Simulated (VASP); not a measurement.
# CdS in VASP: single point with PBEsol

Aim: the single point of CdS with PBEsol.

All numbers are computed with VASP 6.6.1; they aren't measurements. Logs are shortened: lines on timing, memory, paths and dates and some standing lists are left out, and cuts for length are marked.

### 1 The cell of the first run

The cell holds a slab with vacuum, 14 atoms: a = 4.119 Å, b = 5.825 Å, c = 27.356 Å, α = 90.00°, β = 90.00°, γ = 90.00°.

### 2 Single point, PBEsol

INCAR

```
SYSTEM = CdS
PREC = Accurate
ENCUT = 520
EDIFF = 1E-7
ISMEAR = 0
SIGMA = 0.05
LREAL = .False.
LASPH = .True.
NELM = 100
ALGO = Normal
ISIF = 2
LWAVE = .False.
LCHARG = .False.
LDIPOL = .True.
IDIPOL = 3
DIPOL = 0.5 0.5 0.500
GGA = PS
NBANDS = 76
```

KPOINTS

```
regular mesh
0
Gamma
  7 5 1
  0 0 0
```

POSCAR

```
CdS
1.0
    4.1185876002      0.0000000000      0.0000000000
    0.0000000000      5.8245624421      0.0000000000
    0.0000000000      0.0000000000     27.3557628007
Cd S
7 7
Direct
    0.5000000000      0.5561485263      0.2913201845
    0.0000000000     -0.0143457930      0.3456588598
    0.5000000000      0.4898366060      0.4259417148
    0.0000000000     -0.0149755337      0.4999999994
    0.5000000000      0.4898365870      0.5740582829
    0.0000000000     -0.0143458059      0.6543411377
    0.5000000000      0.5561485195      0.7086798138
    0.0000000000      0.7553990571      0.2684364191
    0.5000000000      0.2360630766      0.3506682618
    0.0000000000      0.7414265602      0.4236314557
    0.5000000000      0.2359195380      0.5000000003
    0.0000000000      0.7414265462      0.5763685460
    0.5000000000      0.2360630674      0.6493317416
    0.0000000000      0.7553990482      0.7315635827
```

Potentials or basis: VASP PAW PBE potentials, release 64 (Cd, S).

On the command line:

```sh
cat potpaw_PBE.64/Cd/POTCAR potpaw_PBE.64/S/POTCAR > POTCAR
mpirun -np 1 vasp_std > vasp.out
```

OUTCAR:

```text
SYSTEM = CdS
   PREC = Accurate
   ENCUT = 520
   EDIFF = 1E-7
   ISMEAR = 0
   LREAL = .False.
   LASPH = .True.
   NELM = 100
   ISIF = 2
   GGA = PS

 ion  position               nearest neighbor table
   1  0.500  0.556  0.291-   8 2.45   8 2.45   9 2.47   2 3.56   2 3.56   3 3.70
   2  0.000  0.986  0.346-   8 2.50   9 2.53   9 2.53  10 2.56   1 3.56   1 3.56
   3  0.500  0.490  0.426-  11 2.51  10 2.53  10 2.53   9 2.53   1 3.70
   4  0.000  0.985  0.500-  11 2.53  11 2.53  10 2.53  12 2.53
   5  0.500  0.490  0.574-  11 2.51  12 2.53  12 2.53  13 2.53   7 3.70
   6  0.000  0.986  0.654-  14 2.50  13 2.53  13 2.53  12 2.56   7 3.56   7 3.56
   7  0.500  0.556  0.709-  14 2.45  14 2.45  13 2.47   6 3.56   6 3.56   5 3.70
   8  0.000  0.755  0.268-   1 2.45   1 2.45   2 2.50
   9  0.500  0.236  0.351-   1 2.47   2 2.53   2 2.53   3 2.53
  10  0.000  0.741  0.424-   4 2.53   3 2.53   3 2.53   2 2.56
  11  0.500  0.236  0.500-   5 2.51   3 2.51   4 2.53   4 2.53
  12  0.000  0.741  0.576-   4 2.53   5 2.53   5 2.53   6 2.56
  13  0.500  0.236  0.649-   7 2.47   6 2.53   6 2.53   5 2.53
  14  0.000  0.755  0.732-   7 2.45   7 2.45   6 2.50

  LATTYP: Found a simple orthorhombic cell.
 ALAT       =     4.1185876002
 B/A-ratio  =     1.4142135624
 C/A-ratio  =     6.6420252417

  Lattice vectors:

 A1 = (   4.1185876002,   0.0000000000,   0.0000000000)
 A2 = (   0.0000000000,   5.8245624421,   0.0000000000)
 A3 = (   0.0000000000,   0.0000000000,  27.3557628007)

Analysis of symmetry for initial positions (statically):
=====================================================================
 Subroutine PRICEL returns:
 Original cell was already a primitive cell.

 Routine SETGRP: Setting up the symmetry group for a
 simple orthorhombic supercell.

 Subroutine GETGRP returns: Found  4 space group operations
 (whereof  4 operations were pure point group operations)
 out of a pool of  8 trial point group operations.

The static configuration has the point symmetry C_2v.

Analysis of symmetry for dynamics (positions and initial velocities):
=====================================================================
 Subroutine PRICEL returns:
 Original cell was already a primitive cell.

 Routine SETGRP: Setting up the symmetry group for a
 simple orthorhombic supercell.

 Subroutine GETGRP returns: Found  4 space group operations
 (whereof  4 operations were pure point group operations)
 out of a pool of  8 trial point group operations.

The dynamic configuration has the point symmetry C_2v.

 Subroutine INISYM returns: Found  4 space group operations
 (whereof  4 operations are pure point group operations),
 and found     1 'primitive' translations

----------------------------------------------------------------------------------------

                                     Primitive cell

  volume of cell :     656.2366

  direct lattice vectors                    reciprocal lattice vectors
     4.118587600  0.000000000  0.000000000     0.242801683  0.000000000  0.000000000
     0.000000000  5.824562442  0.000000000     0.000000000  0.171686716  0.000000000
     0.000000000  0.000000000 27.355762801     0.000000000  0.000000000  0.036555369

  length of vectors
     4.118587600  5.824562442 27.355762801     0.242801683  0.171686716  0.036555369

  position of ions in fractional coordinates (direct lattice)
     0.500000000  0.556148526  0.291320185
     0.000000000  0.985654207  0.345658860
     0.500000000  0.489836606  0.425941715
     0.000000000  0.985024466  0.499999999
     0.500000000  0.489836587  0.574058283
     0.000000000  0.985654194  0.654341138
     0.500000000  0.556148519  0.708679814
     0.000000000  0.755399057  0.268436419
     0.500000000  0.236063077  0.350668262
     0.000000000  0.741426560  0.423631456
     0.500000000  0.235919538  0.500000000
     0.000000000  0.741426546  0.576368546
     0.500000000  0.236063067  0.649331742
     0.000000000  0.755399048  0.731563583

  ion indices of the primitive-cell ions
   primitive index   ion index
                 1           1
                 2           2
                 3           3
                 4           4
                 5           5
                 6           6
                 7           7
                 8           8
                 9           9
                10          10
                11          11
                12          12
                13          13
                14          14

----------------------------------------------------------------------------------------

 KPOINTS: regular mesh

Automatic generation of k-mesh.
 Grid dimensions read from file:
 generate k-points for:    7    5    1

 Generating k-lattice:

  Cartesian coordinates                     Fractional coordinates (reciprocal lattice)
     0.034685955  0.000000000  0.000000000     0.142857143  0.000000000  0.000000000
     0.000000000  0.034337343  0.000000000     0.000000000  0.200000000  0.000000000
     0.000000000  0.000000000  0.036555369     0.000000000  0.000000000  1.000000000

  Length of vectors
     0.034685955  0.034337343  0.036555369

  Shift w.r.t. Gamma in fractional coordinates (k-lattice)
     0.000000000  0.000000000  0.000000000

 Subroutine IBZKPT returns following result:
 ===========================================

 Found     12 irreducible k-points:

 Following reciprocal coordinates:
            Coordinates               Weight
  0.000000  0.000000  0.000000      1.000000
  0.142857  0.000000  0.000000      2.000000
  0.285714  0.000000  0.000000      2.000000
  0.428571  0.000000  0.000000      2.000000
  0.000000  0.200000  0.000000      2.000000
  0.142857  0.200000  0.000000      4.000000
  0.285714  0.200000  0.000000      4.000000
  0.428571  0.200000  0.000000      4.000000
  0.000000  0.400000  0.000000      2.000000
  0.142857  0.400000  0.000000      4.000000
  0.285714  0.400000  0.000000      4.000000
  0.428571  0.400000  0.000000      4.000000
   k-points           NKPTS =     12   k-points in BZ     NKDIM =     12   number of bands    NBANDS=     76
   number of dos      NEDOS =    301   number of ions     NIONS =     14
   total plane-waves  NPLWV = 322560
   dimension x,y,z NGX =    32 NGY =   48 NGZ =  210
   dimension x,y,z NGXF=    64 NGYF=   96 NGZF=  420
   ions per type =               7   7
   NGX,Y,Z   is equivalent  to a cutoff of  12.92, 13.70, 12.76 a.u.
   NGXF,Y,Z  is equivalent  to a cutoff of  25.83, 27.40, 25.52 a.u.
 SYSTEM =  CdS
   PREC   = accura    normal or accurate (medium, high low for compatibility)
   ISTART =      0    job   : 0-new  1-cont  2-samecut
   ICHARG =      2    charge: 1-file 2-atom 10-const
   ISPIN  =      1    spin polarized calculation?
   LNONCOLLINEAR =      F non collinear calculations
   LSORBIT =      F    spin-orbit coupling
   LASPH  =      T    aspherical Exc in radial PAW
   ENCUT  =  520.0 eV  38.22 Ry    6.18 a.u.   7.66 10.83 50.86*2*pi/ulx,y,z
   NELM   =    100;   NELMIN=  2; NELMDL= -5     # of ELM steps
   EDIFF  = 0.1E-06   stopping-criterion for ELM
   LREAL  =      F    real-space projection
   EDIFFG = 0.1E-05   stopping-criterion for IOM
   NSW    =      0    number of steps for IOM
   IBRION =     -1    ionic relax: 0-MD 1-quasi-New 2-CG
   NFREE  =      0    steps in history (QN), initial steepest desc. (CG)
   ISIF   =      2    stress and relaxation
   ISYM   =      2    0-nonsym 1-usesym 2-fastsym
   POTIM  = 0.5000    time-step for ionic-motion
   TEBEG  =    0.0;   TEEND  =   0.0 temperature during run
   PSTRESS=    0.0 pullay stress
   NELECT =     126.0000    total number of electrons
   NUPDOWN=      -1.0000    fix difference up-down
   EMIN   =  10.00;   EMAX   =-10.00  energy-range for DOS
   EFERMI =   0.00;   METHOD = LEGACY
   ISMEAR =     0;   SIGMA  =   0.05  broadening in eV -4-tet -1-fermi 0-gaus
   EFERMI_NEDOS =   21; number of points for ismear=-14 and -15
   IALGO  =     38    algorithm
   IMIX   =      4    mixing-type and parameters
     AMIX     =   0.40;   BMIX     =  1.00
     AMIX_MAG =   1.60;   BMIX_MAG =  1.00
  volume/ion in A,a.u.               =      46.87       316.32
  Fermi-wavevector in a.u.,A,eV,Ry     =   0.944448  1.784749 12.136160  0.891983
  Thomas-Fermi vector in A             =   2.072254
   LORBIT       =      0    0 simple, 1 ext, 2 COOP (PROOUT), +10 PAW based schemes
   GGA     = PS    functional components
   LHFCALC =     F    Hartree Fock is set to
   AEXX    =    0.0000 exact exchange contribution
   IVDW    =     0    specifies the selected vdW correction
   LEPSILON=     F    determine dielectric tensor
   LRPA    =     F    only Hartree local field effects (RPA)
 non-spin polarized calculation
 Gauss-broadening in eV      SIGMA  =   0.05
  energy-cutoff  :      520.00
  volume of cell :      656.24
 maximum number of plane-waves:     17723
 NGX is ok and might be reduce to    32
   NGX = 15   NGY = 21   NGZ =101

 dipolmoment           0.000000      0.000000      0.000000 electrons x Angstroem

 number of electron     125.9999993 magnetization

 dipolmoment           0.000000      0.000000     -0.000000 electrons x Angstroem

 Free energy of the ion-electron system (eV)
  ---------------------------------------------------
  ext. energy  EPLUGINS =         0.00000000
  ---------------------------------------------------
  free energy    TOTEN  =       -46.40859716 eV

  energy without entropy =      -46.40859716  energy(sigma->0) =      -46.40859716

 E-fermi :  -1.9353     XC(G=0):  -5.3467

 val. band max:       -2.1603385671   @ k =   0.0000   0.0000   0.0000
 cond. band min:      -0.7427954467   @ k =   0.0000   0.0000   0.0000
 fundamental gap:      1.4175431204
 Fermi energy:        -1.9353479574

 k-point     1 :       0.0000    0.0000    0.0000
  band No.  band energies     occupation
      1     -14.5405      2.00000
      2     -14.4259      2.00000
      3     -14.2617      2.00000
      4     -14.0493      2.00000
      5     -13.9992      2.00000
      6     -13.7815      2.00000
[... 67 lines left out ...]
     74       3.5190      0.00000
     75       3.5391      0.00000

 k-point     2 :       0.1429    0.0000    0.0000
  band No.  band energies     occupation
      1     -14.4867      2.00000
      2     -14.3796      2.00000
      3     -14.2279      2.00000
      4     -14.0315      2.00000
      5     -13.9957      2.00000
      6     -13.7593      2.00000
[... 67 lines left out ...]
     74       3.1195      0.00000
     75       3.2722      0.00000

 k-point     3 :       0.2857    0.0000    0.0000
  band No.  band energies     occupation
      1     -14.3529      2.00000
      2     -14.2687      2.00000
      3     -14.1517      2.00000
      4     -13.9999      2.00000
      5     -13.9985      2.00000
      6     -13.7078      2.00000
[... 691 lines left out ...]
     74       3.5106      0.00000
     75       3.8979      0.00000

 k-point    12 :       0.4286    0.4000    0.0000
  band No.  band energies     occupation
      1     -14.1913      2.00000
      2     -14.1555      2.00000
      3     -14.0831      2.00000
      4     -14.0547      2.00000
      5     -13.9913      2.00000
      6     -13.6668      2.00000
[... 67 lines left out ...]
     74       3.4311      0.00000
     75       3.6491      0.00000
 [bands above 75 left out]

------------------------ aborting loop because EDIFF is reached ----------------------------------------

 vacuum level on the upper side and lower side of the slab       (xc-potential included)        -0.084        -0.084

  FORCE on cell =-STRESS in cart. coord.  units (eV):
  Direction    XX          YY          ZZ          XY          YZ          ZX
  --------------------------------------------------------------------------------------
  -------------------------------------------------------------------------------------
  Total        0.4668844      0.6141366      0.7201492      0.0000000      0.0000000      0.0000000
  in kB        1.1398809      1.4993917      1.7582177      0.0000000      0.0000000      0.0000000
  external PRESSURE =       1.4658301 kB  Pullay stress =       0.0000000 kB

 VOLUME and BASIS-vectors are now :
 -----------------------------------------------------------------------------
  energy-cutoff  :      520.00
  volume of cell :      656.24
      direct lattice vectors                 reciprocal lattice vectors
     4.118587600  0.000000000  0.000000000     0.242801683  0.000000000  0.000000000
     0.000000000  5.824562442  0.000000000     0.000000000  0.171686716  0.000000000
     0.000000000  0.000000000 27.355762801     0.000000000  0.000000000  0.036555369

 POSITION                                       TOTAL-FORCE (eV/Angst)
 -----------------------------------------------------------------------------------
      2.05929      3.23932      7.96929        -0.000000     -0.010156     -0.004962
      0.00000      5.74100      9.45576         0.000000     -0.005401      0.001729
      2.05929      2.85308     11.65196        -0.000000      0.004098      0.003958
      0.00000      5.73734     13.67788        -0.000000     -0.002625     -0.000000
      2.05929      2.85308     15.70380        -0.000000      0.004098     -0.003958
      0.00000      5.74100     17.90000        -0.000000     -0.005401     -0.001729
      2.05929      3.23932     19.38648        -0.000000     -0.010156      0.004962
      0.00000      4.39987      7.34328        -0.000000      0.023189     -0.058645
      2.05929      1.37496      9.59280        -0.000000     -0.012293      0.001682
      0.00000      4.31849     11.58876        -0.000000      0.002534     -0.008146
      2.05929      1.37413     13.67788        -0.000000     -0.001315     -0.000000
      0.00000      4.31849     15.76700        -0.000000      0.002534      0.008146
      2.05929      1.37496     17.76297        -0.000000     -0.012293     -0.001682
      0.00000      4.39987     20.01248        -0.000000      0.023189      0.058645
 -----------------------------------------------------------------------------------
    total drift:                                0.000000     -0.000788     -0.000039

  FREE ENERGIE OF THE ION-ELECTRON SYSTEM (eV)
  ---------------------------------------------------
  free  energy   TOTEN  =       -46.4085971583 eV

  energy  without entropy=      -46.4085971583  energy(sigma->0) =      -46.40859716

 vacuum level on the upper side and lower side of the slab         3.729         3.729
```

Run time: 13 min. Hardware: 1 thread of Intel Xeon 6975P-C (Granite Rapids), shared host; peak memory 0.9 GiB.

Results:

```yaml
Free_energy: -46.4086 eV
Largest_force: 0.063 eV/Å
Band_gap_on_the_k_mesh: 1.42 eV
```

Forces on the atoms (eV/Å):
```
Cd   0.000 -0.010 -0.005
Cd   0.000 -0.005  0.002
Cd   0.000  0.004  0.004
Cd   0.000 -0.003  0.000
Cd   0.000  0.004 -0.004
Cd   0.000 -0.005 -0.002
Cd   0.000 -0.010  0.005
S    0.000  0.023 -0.059
S    0.000 -0.012  0.002
S    0.000  0.003 -0.008
S    0.000 -0.001  0.000
S    0.000  0.003  0.008
S    0.000 -0.012 -0.002
S    0.000  0.023  0.059
```

Caveat: the PAW data sets were made with another functional, which shifts forces and pressure a little.
